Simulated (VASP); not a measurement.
Crystal: TaTi2Si3.

```
CELL_PARAMETERS angstrom
3.62548 0.00000 0.00000
0.00000 3.62548 0.00000
0.00000 0.00000 7.72228
ATOMIC_POSITIONS crystal
Ti 0.00000 0.50000 0.50000
Ti 0.50000 0.00000 0.50000
Ta 0.00000 0.00000 0.00000
Si 0.00000 0.00000 0.64203
Si 0.00000 0.00000 0.35797
Si 0.50000 0.50000 0.50000
```

| Item | Value |
| --- | --- |
| Program | VASP 6.6.1 |
| Task | relaxation of cell and atoms |
| Functional | PBE |
| Potentials or basis | VASP PAW PBE potentials, release 64 (Ti_sv, Ta_pv, Si) |
| Cutoff | 600 eV |
| k mesh | 6 × 6 × 2 |
| Occupations | gaussian, width 0.1 eV |
| Spin | no spin polarisation |

At the start: pressure 94.2 GPa; volume 16.92 Å³/atom.

Task: Where does the relaxation end?

Result: Over 13 steps the energy falls by 3371.7 meV/atom and the volume is 27.01 Å³/atom (+59.7 %); space group P4/mmm (No. 123, to 0.05 Å).

Step by step:
```
step  energy change (eV)  largest force (eV/Å)  pressure (GPa)  volume (Å³)
   1              0.0000               12.0450           94.23       101.50
   2            -11.0574                1.2301           -8.90       314.46
   3            -19.3306                0.4737           -4.84       182.20
   4            -19.4003                0.3546           -3.86       178.26
   5            -19.4364                0.1737           -2.41       173.21
   6            -19.4317                0.2370           -2.92       174.88
   7            -19.9973                1.2462           -1.03       166.07
   8            -20.0256                1.6146           -0.35       164.06
   9            -20.1994                0.6735            0.43       161.05
  10            -20.2214                0.0288            1.02       159.51
  11            -20.2219                0.0831            0.93       159.72
  12            -20.2286                0.0718           -0.38       163.09
  13            -20.2300                0.0250            0.00       162.07
```

Final structure:
```
Ti Ta Si
1.0
     4.73344    0.00000    0.00000
     0.00000    4.73344    0.00000
     0.00000    0.00000    7.23356
Ti Ta Si
2 1 3
Direct
  0.00000 0.50000 0.50000
  0.50000 0.00000 0.50000
  0.00000 0.00000 0.00000
  0.00000 0.00000 0.66346
  0.00000 0.00000 0.33654
  0.50000 0.50000 0.50000
```

Caveat: the k points lie up to 0.43 Å⁻¹ apart in the final cell; the volume moved by over 15 % at a fixed basis, so the end points are rough.
